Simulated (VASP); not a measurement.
Crystal: AlSn.

```
Al Sn
1.0
     0.00000    3.62890    3.62890
     3.62890    0.00000    3.62890
     3.62890    3.62890    0.00000
Al Sn
2 2
Direct
  0.50000 0.50000 0.50000
  0.75000 0.75000 0.75000
  0.25000 0.25000 0.25000
  0.00000 0.00000 0.00000
```

The cell was built from a structure type or drawn by symmetry, and may not be a known phase.

```yaml
Program: VASP 6.6.1
Task: relaxation of cell and atoms
Functional: PBE
Potentials_or_basis: VASP PAW PBE potentials, release 64 (Al, Sn_d)
Cutoff: 600 eV
k_mesh: 12 × 12 × 12
Occupations: gaussian, width 0.1 eV
Spin: no spin polarisation
```

At the start: pressure -1.7 GPa; volume 23.89 Å³/atom.

Problem. How do energy, volume and symmetry change on relaxing?

Solution. Over 3 steps the energy falls by 4.3 meV/atom and the volume is 23.10 Å³/atom (-3.3 %); space group Fd-3m (No. 227, to 0.1 Å) before and after.

The path:
```tsv
step	energy change (eV)	largest force (eV/Å)	pressure (GPa)	volume (Å³)
1	0.0000	0.0000	-1.68	95.58
2	-0.0169	0.0000	0.14	92.16
3	-0.0170	0.0000	-0.02	92.40
```

Final structure:
```yaml
crystal:
  lattice:
    - [0.00000, 3.58824, 3.58824]
    - [3.58824, 0.00000, 3.58824]
    - [3.58824, 3.58824, 0.00000]
  atoms:
    - { symbol: Al, position: [0.50000, 0.50000, 0.50000] }
    - { symbol: Al, position: [0.75000, 0.75000, 0.75000] }
    - { symbol: Sn, position: [0.25000, 0.25000, 0.25000] }
    - { symbol: Sn, position: [0.00000, 0.00000, 0.00000] }
```
